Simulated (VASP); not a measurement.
Crystal: P.

```
P
1.0
     0.00000    1.94455    1.94455
     1.94455    0.00000    1.94455
     1.94455    1.94455    0.00000
P
1
Direct
  0.00000 0.00000 0.00000
```

Base run:

| Property | Result |
| --- | --- |
| Program | VASP 6.6.1 |
| Functional | revPBE |
| Potentials or basis | VASP PAW PBE potentials, release 64 (P) |
| Cutoff | 520 eV |
| k mesh | 23 × 23 × 23 |
| Occupations | fermi-dirac, width 0.1 eV |
| Spin | no spin polarisation |

Its results: pressure -0.5 GPa.

Problem. The run is repeated on the same cell with these changes: k mesh from 23 × 23 × 23 to 16 × 16 × 16; further incar settings from ALGO = Normal; EDIFF = 1e-06; NBANDS = 8 to ALGO = Normal; EDIFF = 1e-07; NBANDS = 8. What comes out?

Solution. Pressure -0.1 GPa.

Caveats: the PAW data sets were made with another functional, which shifts forces and pressure a little.
